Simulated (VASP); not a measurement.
Here is a VASP 6.6.1 calculation.

INCAR

```
SYSTEM = WC
  ALGO = Normal
  EDIFF = 1E-7
  ENCUT = 520
  GGA = PS
  ISIF = 2
  ISMEAR = -1
  LASPH = .True.
  LCHARG = .False.
  LREAL = .False.
  LWAVE = .False.
  NBANDS = 16
  NELM = 100
  PREC = Accurate
  SIGMA = 0.05
```

The input KPOINTS:

```
k-points
0
Gamma
  8 8 8
  0 0 0
```

Contents of POSCAR:

```
WC
1.0
    0.0000000000      2.1926800000      2.1926800000
    2.1926800000      0.0000000000      2.1926800000
    2.1926800000      2.1926800000      0.0000000000
W C
1 1
Direct
    0.0000000000      0.0000000000      0.0400000000
    0.5000000000      0.5000000000      0.5000000000
```

Potentials or basis: VASP PAW PBE potentials, release 64 (W_sv, C).

The run is started by

```sh
$ cat potpaw_PBE.64/W_sv/POTCAR potpaw_PBE.64/C/POTCAR > POTCAR
$ mpirun -np 1 vasp_std > vasp.out
```

Question: Estimate the largest force.

Answer: 0.819 eV/Å.

Question: Estimate the band gap on the k mesh.

Answer: Zero (bands 9 and 10 overlap by 3.06 eV).

Question: Estimate the pressure.

Answer: -6.4 GPa.

Forces in eV/Å, atoms in the order of the input:
```
W   -0.579 -0.579  0.000
C    0.579  0.579  0.000
```

Caveat: the cell stands under tension; the PAW data sets were made with another functional, which shifts forces and pressure a little; spin-orbit coupling is left out, which moves the levels of the heavy elements.
